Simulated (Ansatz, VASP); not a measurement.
## Cu in VASP and in Ansatz

File INCAR:

```
SYSTEM = Cu
PREC     = Accurate       ! precision mode
ENCUT    = 600            ! plane-wave cutoff, eV
EDIFF    = 1E-7           ! SCF threshold, eV
ISMEAR   = -1             ! smearing method
SIGMA    = 0.15           ! smearing width, eV
LREAL    = .FALSE.        ! projectors in reciprocal space
LASPH    = .TRUE.         ! aspherical terms in the spheres
NELM     = 120            ! most SCF steps
ALGO     = Normal         ! electronic algorithm
ISIF     = 3              ! what is computed and relaxed
LWAVE    = .FALSE.        ! write WAVECAR
LCHARG   = .FALSE.        ! write CHGCAR
IBRION   = 2              ! ionic algorithm
NSW      = 80             ! ionic steps
EDIFFG   = -0.001         ! ionic threshold
GGA_COMPAT= .FALSE.      
NELMIN   = 4
```

KPOINTS

```
Automatic mesh
0
G
  18 18 18
  0 0 0
```

POSCAR

```
Cu
1.0
    0.0000000000      1.7592131580      1.7592131580
    1.7592131580      0.0000000000      1.7592131580
    1.7592131580      1.7592131580      0.0000000000
Cu
1
Direct
    0.0000000000      0.0000000000      0.0000000000
```

Input for Ansatz:

```yaml
crystal:
  lattice:
    - [0.0, 1.759213158, 1.759213158]
    - [1.759213158, 0.0, 1.759213158]
    - [1.759213158, 1.759213158, 0.0]
  atoms:
    - { symbol: Cu, position: [0.0, 0.0, 0.0] }
basis:
  ecutwfc: 420
kpoints:
  mp_grid: { grid: [18, 18, 18] }
hamiltonian:
  xc: lda
  pseudopotentials: { kind: paw, azcp: { folder: soft_1 } }
scf:
  occupations: { method: fermi_dirac, width: 0.15 }
output:
  forces: true
  stress: true
  eigenvalues: true
  write_density: true
  write_potential: true
  elf: true
  volumetric_format: npy
relax:
  adjacent_minimum: "off"
  f_tol: 0.001
  max_steps: 60
  cell: { stress_tol: 0.01 }
```

Alike in both runs: task relaxation of cell and atoms; functional LDA; k mesh 18 × 18 × 18; occupations fermi-dirac, width 0.15 eV; no spin polarisation.

```csv
,VASP,Ansatz
version,VASP 6.6.1,Ansatz 0.2.0
potentials or method,"VASP PAW LDA potentials, release 64 (Cu), cutoff 600 eV","scalar-relativistic, plane waves, PAW"
valence electrons in the cell,11,19
```

```tsv
	VASP	Ansatz	Ansatz less VASP
gap on the k mesh at the Fermi level, each at its own relaxed structure (eV)	none	none	-
relaxed volume (Å³/atom)	10.95	10.89	-0.056
relaxed length of the cell vector where the two differ most in proportion (Å)	2.492	2.488	-0.0043
```

Ansatz warns that its potentials were made for another functional, while VASP's fit it. LDA's correlation is that of Perdew and Zunger in VASP and of Perdew and Wang (1992) in Ansatz. A gap of «none» marks a metal or a gap that the smearing closes. VASP's potentials hold 11 valence electrons a cell and Ansatz's 19, so a difference there can come from the potentials and not from the codes.
